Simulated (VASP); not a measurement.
Input of a VASP 6.6.1 run:

File POSCAR:

```
CdSe
1.0
    0.0000000000      3.0358077908      3.0358077908
    3.0358077908      0.0000000000      3.0358077908
    3.0358077908      3.0358077908      0.0000000000
Cd Se
1 1
Direct
    0.0000000000      0.0000000000      0.0000000000
    0.7500000000      0.7500000000      0.7500000000
```

File INCAR.step1:

```
  PREC = Accurate
  ENCUT = 520
  ISMEAR = 0
  SIGMA = 0.02
  LREAL = False
  LASPH = True
  NELM = 100
  NBANDS = 16
  GGA = PE
  ALGO = Normal
  EDIFF = 1E-4
  LWAVE = True
  LCHARG = False
```

File INCAR.step2:

```
  PREC = Accurate
  ENCUT = 520
  EDIFF = 1E-6
  ISMEAR = 0
  SIGMA = 0.02
  LREAL = False
  LASPH = True
  NELM = 100
  ALGO = Normal
  ISIF = 2
  LWAVE = False
  LCHARG = False
  METAGGA = R2SCAN
  LMIXTAU = True
  NBANDS = 16
  ISTART = 1
```

Contents of KPOINTS:

```
Automatic mesh
0
Gamma
  8 8 8
```

Potentials or basis: VASP PAW PBE potentials, release 64 (Cd, Se).

Run with:

```bash
$ cat potpaw_PBE.64/Cd/POTCAR potpaw_PBE.64/Se/POTCAR > POTCAR
$ cp INCAR.step1 INCAR
$ mpirun -np 1 vasp_std > vasp.out
$ cp INCAR.step2 INCAR
$ mpirun -np 1 vasp_std > vasp.out
```

(1) Estimate the band gap on the k mesh.

(2) What does it give for the pressure?

## Answers

(1) 1.10 eV, direct.

(2) 2.0 GPa.

Caveat: the PAW data sets were made with another functional, which shifts forces and pressure a little.
